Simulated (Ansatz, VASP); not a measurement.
# Two plane-wave programs on Ti3Al

```xyz
4
Lattice="2.8458 0.0000 0.0000 -1.4229 2.4645 0.0000 0.0000 0.0000 9.4604" Properties=species:S:1:pos:R:3 pbc="T T T"
Ti    1.4229    0.8215    0.0000
Ti    0.0000    1.6430    7.1064
Ti    0.0000    1.6430    2.3540
Al    1.4229    0.8215    4.7302
```

Alike in both runs: task single point; functional PBEsol; k mesh 15 × 15 × 6; occupations gaussian, width 0.15 eV; no spin polarisation.

|  | VASP | Ansatz |
| --- | --- | --- |
| version | VASP 6.6.1 | Ansatz 0.2.0 |
| potentials or method | VASP PAW PBE potentials, release 64 (Ti_sv, Al), cutoff 520 eV | scalar-relativistic, plane waves, PAW |
| valence electrons in the cell | 39 | 39 |

|  | VASP | Ansatz | Ansatz less VASP |
| --- | --- | --- | --- |
| gap on the k mesh at the Fermi level (eV) | none | none | - |
| pressure (GPa) | -0.4 | -0.3 | +0.14 |
| traceless stress, the component that is largest in VASP (GPa) | -5.07 | -5.14 | -0.063 |
| rms of the force components (eV/Å) | 0.050 | 0.055 | +0.0046 |

VASP's potentials were made for PBE, not for PBEsol, and Ansatz warns of the same on its side. Atom by atom the forces differ by 0.005 eV/Å (rms over components). A gap of «none» marks a metal or a gap that the smearing closes.
